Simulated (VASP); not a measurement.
Write the native input for VASP 6.6.1 that does the following.

```
Task                   : single point
Functional             : PBE
Potentials or basis    : VASP PAW PBE potentials, release 64 (Ga_d, N)
Cutoff                 : 520 eV
k mesh                 : 8 × 8 × 8
Occupations            : gaussian, width 0.01 eV
Spin                   : no spin polarisation
Dipole correction      : no
Further INCAR settings : ALGO = Normal; EDIFF = 1e-07; NBANDS = 16
```

The structure of GaN lies in POSCAR:

```
GaN
1.0
    0.0000000000      2.2307368073      2.2307368073
    2.2307368073      0.0000000000      2.2307368073
    2.2307368073      2.2307368073      0.0000000000
Ga N
1 1
Direct
    0.0000000000      0.0000000000      0.0000000000
    0.7500000000      0.7500000000      0.7500000000
```

One way to write it, as run:

INCAR

```
SYSTEM = GaN
PREC = Accurate
ENCUT = 520
EDIFF = 1E-7
ISMEAR = 0
SIGMA = 0.01
LREAL = .FALSE.
LASPH = .TRUE.
NELM = 80
ALGO = Normal
ISIF = 2
LWAVE = .FALSE.
LCHARG = .FALSE.
GGA = PE
NBANDS = 16
```

KPOINTS

```
regular mesh
0
G
  8 8 8
  0 0 0
```

Potentials or basis: VASP PAW PBE potentials, release 64 (Ga_d, N).

The run is started by

```console
$ cat potpaw_PBE.64/Ga_d/POTCAR potpaw_PBE.64/N/POTCAR > POTCAR
$ mpirun -np 1 vasp_std > vasp.out
```

Results of the run:

* Pressure: 11.3 GPa
* Band gap on the k mesh: 1.92 eV, direct

It took 8.1 s on 1 thread of Intel(R) Xeon(R) Platinum 8488C (Sapphire Rapids) (shared host), peak memory 0.13 GiB.
